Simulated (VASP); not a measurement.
# WS2 (P1) in VASP: notebook, part 2 of 2

VASP 6.6.1. The steps go on from the part before.

## Step 4: Single point, LDA

Contents of INCAR:

```
SYSTEM = WS2
PREC = Accurate
ENCUT = 520
EDIFF = 1E-6
ISMEAR = -1
SIGMA = 0.17
LREAL = .FALSE.
LASPH = .TRUE.
NELM = 100
ALGO = Normal
ISIF = 2
LWAVE = .FALSE.
LCHARG = .FALSE.
NBANDS = 64
```

Contents of KPOINTS:

```
regular mesh
0
G
  2 2 2
  0 0 0
```

Contents of POSCAR:

```
WS2
1.0
   -3.2599410000     -1.8821280000      6.3622860000
    3.2599410000     -1.8821280000      6.3622860000
    0.0000000000      3.7642550000      6.3622860000
W S
4 8
Direct
    0.0424349252      0.0806871513     -0.1425962089
    0.5494758224      0.5623901665     -0.1419473150
    0.5400315797      0.0377832262      0.3837735289
    0.0433812761      0.5561819679      0.3533646816
    0.2942108617      0.2945482912      0.1236420186
    0.4377952502      0.4622435454      0.2916083576
    0.7822891951      0.8139768852      0.1242947370
    0.9370212278      1.0011328176      0.2652992417
    0.7856681067      0.3268254466      0.6077843468
    0.9644317024      0.4824904648      0.7735375857
    0.2803540751      0.8064065405      0.6474116615
    0.4568143000      0.9601976435      0.8076758496
```

Potentials or basis: VASP PAW LDA potentials, release 64 (W_sv, S).

Run with:

```
$ cat potpaw_LDA.64/W_sv/POTCAR potpaw_LDA.64/S/POTCAR > POTCAR
$ mpirun -np 1 vasp_std > vasp.out
```

OUTCAR:

```text
SYSTEM = WS2
   PREC = Accurate
   ENCUT = 520
   EDIFF = 1E-6
   ISMEAR = -1
   LREAL = .FALSE.
   LASPH = .TRUE.
   NELM = 100
   ISIF = 2

 ion  position               nearest neighbor table
   1  0.042  0.081  0.857-   8 2.36  10 2.37  11 2.40  12 2.45   9 2.51   7 2.59   3 3.18   2 3.18
                             4 3.20   4 3.33   2 3.34   3 3.36
   2  0.549  0.562  0.858-  11 2.37  12 2.40   9 2.40  10 2.46   6 2.47   5 2.57   3 3.10   1 3.18
                             4 3.26   4 3.27   1 3.34   3 3.42
   3  0.540  0.038  0.384-   8 2.37   7 2.38  11 2.40   6 2.45   5 2.49  12 2.53   2 3.10   1 3.18
                             4 3.22   4 3.31   1 3.36   2 3.42
   4  0.043  0.556  0.353-   6 2.34   9 2.39   7 2.40   5 2.42  10 2.53   8 2.59   1 3.20   3 3.22
                             2 3.26   2 3.27   3 3.31   1 3.33
   5  0.294  0.295  0.124-   4 2.42   3 2.49   2 2.57
   6  0.438  0.462  0.292-   4 2.34   3 2.45   2 2.47
   7  0.782  0.814  0.124-   3 2.38   4 2.40   1 2.59
   8  0.937  0.001  0.265-   1 2.36   3 2.37   4 2.59
   9  0.786  0.327  0.608-   4 2.39   2 2.40   1 2.51
  10  0.964  0.482  0.774-   1 2.37   2 2.46   4 2.53
  11  0.280  0.806  0.647-   2 2.37   1 2.40   3 2.40
  12  0.457  0.960  0.808-   2 2.40   1 2.45   3 2.53

  LATTYP: Found a trigonal (rhomboedric) cell.
 ALAT       =     7.3924491393
 COS(alpha) =     0.6110687984

  Lattice vectors:

 A1 = (  -3.2599410000,  -1.8821280000,   6.3622860000)
 A2 = (   3.2599410000,  -1.8821280000,   6.3622860000)
 A3 = (   0.0000000000,   3.7642550000,   6.3622860000)

Analysis of symmetry for initial positions (statically):
=====================================================================
 Subroutine PRICEL returns:
 Original cell was already a primitive cell.

 Routine SETGRP: Setting up the symmetry group for a
 trigonal (rhombohedral) supercell.

 Subroutine GETGRP returns: Found  1 space group operations
 (whereof  1 operations were pure point group operations)
 out of a pool of 12 trial point group operations.

The static configuration has the point symmetry C_1 .

[... 147 lines left out ...]
  energy-cutoff  :      520.00
  volume of cell :      234.22
 maximum number of plane-waves:      6324
 NGX is ok and might be reduce to    56
   NGX = 27   NGY = 27   NGZ = 27

 number of electron     104.0000001 magnetization

 Free energy of the ion-electron system (eV)
  ---------------------------------------------------
  ext. energy  EPLUGINS =         0.00000000
  ---------------------------------------------------
  free energy    TOTEN  =      -103.59205369 eV

  energy without entropy =     -103.54650138  energy(sigma->0) =     -103.56927754

 E-fermi :   6.6170     XC(G=0): -10.7153

 val. band max:        6.2624532154   @ k =   0.5000   0.5000   0.5000
 cond. band min:       7.2724294048   @ k =   0.5000   0.5000  -0.0000
 fundamental gap:      1.0099761893
 Fermi energy:         6.6170262379

 k-point     1 :       0.0000    0.0000    0.0000
  band No.  band energies     occupation
      1     -68.1043      2.00000
      2     -68.0914      2.00000
      3     -68.0830      2.00000
      4     -68.0708      2.00000
      5     -32.7432      2.00000
      6     -32.7256      2.00000
[... 525 lines left out ...]
     63       9.2757      0.00000
     64       9.4438      0.00000

------------------------ aborting loop because EDIFF is reached ----------------------------------------

  FORCE on cell =-STRESS in cart. coord.  units (eV):
  Direction    XX          YY          ZZ          XY          YZ          ZX
  --------------------------------------------------------------------------------------
  -------------------------------------------------------------------------------------
  Total      -16.7445656    -17.6055190     -9.0596992      0.4996281      0.5224312     -0.4786731
  in kB     -114.5410635   -120.4304081    -61.9727977      3.4177017      3.5736861     -3.2743591
  external PRESSURE =     -98.9814231 kB  Pullay stress =       0.0000000 kB

 VOLUME and BASIS-vectors are now :
 -----------------------------------------------------------------------------
  energy-cutoff  :      520.00
  volume of cell :      234.22
      direct lattice vectors                 reciprocal lattice vectors
    -3.259941000 -1.882128000  6.362286000    -0.153377009 -0.088552264  0.052392065
     3.259941000 -1.882128000  6.362286000     0.153377009 -0.088552264  0.052392065
     0.000000000  3.764255000  6.362286000     0.000000000  0.177104529  0.052392079

 POSITION                                       TOTAL-FORCE (eV/Angst)
 -----------------------------------------------------------------------------------
      0.12470      2.99576      6.23839        -0.403384      1.194959     -1.617554
      0.04210      1.13725     12.53319        -0.263723      1.957143     -0.033008
     -1.63730      0.35710      6.11790         1.745729     -0.583860      0.239490
      1.67170      0.20170      6.06280         1.317455      0.693460      1.013349
      0.00110     -0.64270      4.53250        -0.169354     -0.464072      1.108957
      0.07970     -0.59630      7.58160        -0.804478     -0.772571      0.209603
      0.10330     -2.53650     10.94670        -0.234277     -0.906536      0.573791
     -3.05094     -0.76707      7.65671        -1.379401      0.837524     -0.021870
     -1.49580      0.19400     10.94490        -0.678167      0.258544      0.758378
     -1.57110      0.18850     14.12720         0.473064     -0.588245     -1.073012
      1.71490      0.39160     11.03330         0.054993     -0.674035     -0.143883
      1.64100      0.37330     14.15410         0.341542     -0.952312     -1.014242
 -----------------------------------------------------------------------------------
    total drift:                               -0.000145     -0.000241     -0.000302

  FREE ENERGIE OF THE ION-ELECTRON SYSTEM (eV)
  ---------------------------------------------------
  free  energy   TOTEN  =      -103.5920536888 eV

  energy  without entropy=     -103.5465013828  energy(sigma->0) =     -103.56927754
```

stdout:

```text
POSCAR found type information on POSCAR W S
 POSCAR found :  2 types and      12 ions
 scaLAPACK will be used
 LDA part: xc-table for (Slater(with rela. corr.)+CA(PZ))
 , standard interpolation
 POSCAR, INCAR and KPOINTS ok, starting setup
 FFT: planning ... GRIDC
 FFT: planning ... GRID_SOFT
 FFT: planning ... GRID
 WAVECAR not read
 entering main loop
```

Wall time 4.4 min (1 thread of Intel Xeon Platinum 8488C (Sapphire Rapids), shared host); peak memory 0.35 GiB.

Results:

* Free energy: -103.5921 eV
* Pressure: -9.9 GPa
* Largest force: 2.051 eV/Å
* Band gap on the k mesh: 1.01 eV (least direct gap 1.50 eV)

Forces in eV/Å, atoms in the order of the input:
```
W   -0.403  1.195 -1.618
W   -0.264  1.957 -0.033
W    1.746 -0.584  0.239
W    1.317  0.693  1.013
S   -0.169 -0.464  1.109
S   -0.804 -0.773  0.210
S   -0.234 -0.907  0.574
S   -1.379  0.838 -0.022
S   -0.678  0.259  0.758
S    0.473 -0.588 -1.073
S    0.055 -0.674 -0.144
S    0.342 -0.952 -1.014
```

Caveat: the k points lie up to 0.58 Å⁻¹ apart; the atoms stand as in a frame of molecular dynamics; spin-orbit coupling is left out, which moves the levels of the heavy elements; forces of over 1 eV/Å act on the atoms, so gaps and moduli don't describe the material at rest. A k mesh can miss the band edges.

## Step 5: The runs side by side

| cell | gap on the mesh (eV) | pressure (GPa) | largest force (eV/Å) |
| --- | --- | --- | --- |
| as given, atomic positions A | 0.52 | -4.1 | 6.67 |
| as given, atomic positions B | 0.81 | -7.7 | 4.67 |
| as given, atomic positions C | 1.01 | -9.9 | 2.05 |

Alike in all rows: task single point; level LDA; potentials or basis VASP PAW LDA potentials, release 64 (W_sv, S); no spin polarisation; k mesh 2 × 2 × 2; cutoff (eV) 520; smearing fermi-dirac 0.17 eV.

Caveats: all runs use coarse meshes; spin-orbit coupling is left out, which moves the levels of the heavy elements; forces of over 1 eV/Å act on the atoms, so gaps and moduli don't describe the material at rest; the atoms stand as in a frame of molecular dynamics (at least some runs).

Absolute energies hang on the potentials; compare differences alone.
